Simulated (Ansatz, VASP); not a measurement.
**Two plane-wave programs on Sn3C2**

INCAR

```
ALGO = Normal
EDIFF = 1E-6
ENCUT = 520
GGA = PE
ISIF = 2
ISMEAR = 0
LASPH = True
LCHARG = True
LELF = True
LREAL = False
LVHAR = True
LWAVE = False
NBANDS = 33
NELM = 100
PREC = Accurate
SIGMA = 0.1
```

Contents of KPOINTS:

```
k-points
0
Gamma
  6 6 4
```

The input POSCAR:

```
Sn3C2
1.0
    5.3960056800      0.0000000000      0.0000000000
   -2.6980028400      4.6730780000      0.0000000000
    0.0000000000      0.0000000000      4.2540867500
Sn C
3 2
Direct
    0.5000000000      0.0000000000      0.0000000000
    0.0000000000      0.5000000000      0.0000000000
    0.5000000000      0.5000000000      0.0000000000
    0.0000000000      0.0000000000      0.2507259800
    0.0000000000      0.0000000000      0.7492740200
```

Input for Ansatz:

```yaml
crystal:
  lattice:
    - [5.39600568, 0.0, 0.0]
    - [-2.69800284, 4.673078, 0.0]
    - [0.0, 0.0, 4.25408675]
  atoms:
    - { symbol: Sn, position: [0.5, 0.0, 0.0] }
    - { symbol: Sn, position: [0.0, 0.5, 0.0] }
    - { symbol: Sn, position: [0.5, 0.5, 0.0] }
    - { symbol: C, position: [0.0, 0.0, 0.25072598] }
    - { symbol: C, position: [0.0, 0.0, 0.74927402] }
basis:
  ecutwfc: 420
kpoints:
  mp_grid: { grid: [6, 6, 4] }
hamiltonian:
  xc: pbe
scf:
  occupations: { method: gaussian, width: 0.1 }
  lower_state_search: "off"
output:
  forces: true
  stress: true
  eigenvalues: true
```

Alike in both runs: task single point; functional PBE; k mesh 6 × 6 × 4; occupations gaussian, width 0.1 eV; no spin polarisation.

|  | VASP | Ansatz |
| --- | --- | --- |
| version | VASP 6.6.1 | Ansatz 0.2.0 |
| potentials or method | VASP PAW PBE potentials, release 64 (Sn_d, C), cutoff 520 eV | scalar-relativistic, plane waves, PAW |
| valence electrons in the cell | 50 | 50 |

Ansatz gave:

| Property | Result |
| --- | --- |
| gap on the k mesh at the Fermi level (eV) | none |
| pressure (GPa) | 7.7 |
| traceless stress, the component that is largest in VASP (GPa) | -18.24 |
| rms of the force components (eV/Å) | 0.138 |

Question: Which values does VASP return?

Answer: gap on the k mesh at the Fermi level (eV): none; pressure (GPa): 7.6; traceless stress, the component that is largest in VASP (GPa): -18.18; rms of the force components (eV/Å): 0.139.

Atom by atom the forces differ by 0.001 eV/Å (rms over components). A gap of «none» marks a metal or a gap that the smearing closes. The functional is the same, so the differences come from potentials, cutoffs and numerics.

The k mesh is coarse, so the values compare programs but aren't converged.
